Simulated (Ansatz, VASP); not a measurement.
One calculation of Cu, two programs

The input INCAR:

```
SYSTEM = Cu
  PREC = Accurate
  ENCUT = 520
  EDIFF = 1E-6
  ISMEAR = 0
  SIGMA = 0.15
  LREAL = .False.
  LASPH = .True.
  NELM = 80
  ALGO = Fast
  ISIF = 2
  LWAVE = .False.
  LCHARG = .True.
  GGA = PE
  LELF = .True.
  LVHAR = .True.
  NBANDS = 18
```

Contents of KPOINTS:

```
Automatic mesh
0
Gamma
  24 24 12
  0 0 0
```

Contents of POSCAR:

```
Cu
1.0
    2.4073918363      0.0000000000      0.0000000000
   -1.2036959182      2.0848624871      0.0000000000
    0.0000000000      0.0000000000      4.3181995500
Cu
2
Direct
    0.3333333333      0.6666666667      0.2500000000
    0.6666666667      0.3333333333      0.7500000000
```

Input for Ansatz:

```yaml
crystal:
  lattice:
    - [2.4073918363, 0.0, 0.0]
    - [-1.2036959182, 2.0848624871, 0.0]
    - [0.0, 0.0, 4.31819955]
  atoms:
    - { symbol: Cu, position: [0.3333333333, 0.6666666667, 0.25] }
    - { symbol: Cu, position: [0.6666666667, 0.3333333333, 0.75] }
basis:
  ecutwfc: 420
kpoints:
  mp_grid: { grid: [24, 24, 12] }
hamiltonian:
  xc: pbe
scf:
  occupations: { method: gaussian, width: 0.15 }
output:
  forces: true
  stress: true
  eigenvalues: true
```

Change from the starting cell: strain -0.050 along x and y, +0.050 along z, atoms carried along.

Alike in both runs: task single point; functional PBE; k mesh 24 × 24 × 12; occupations gaussian, width 0.15 eV; no spin polarisation.

```csv
,VASP,Ansatz
version,VASP 6.6.1,Ansatz 0.2.0
potentials or method,"VASP PAW PBE potentials, release 64 (Cu), cutoff 520 eV","scalar-relativistic, plane waves, PAW"
valence electrons in the cell,22,38
```

Ansatz gave:

```
gap on the k mesh at the Fermi level (eV)                     : none
pressure (GPa)                                                : 19.8
traceless stress, the component that is largest in VASP (GPa) : -15.19
```

What did VASP give for the same quantities?

gap on the k mesh at the Fermi level (eV): none; pressure (GPa): 20.4; traceless stress, the component that is largest in VASP (GPa): -15.24.

A gap of «none» marks a metal or a gap that the smearing closes. VASP's potentials hold 22 valence electrons a cell and Ansatz's 38, so a difference there can come from the potentials and not from the codes.
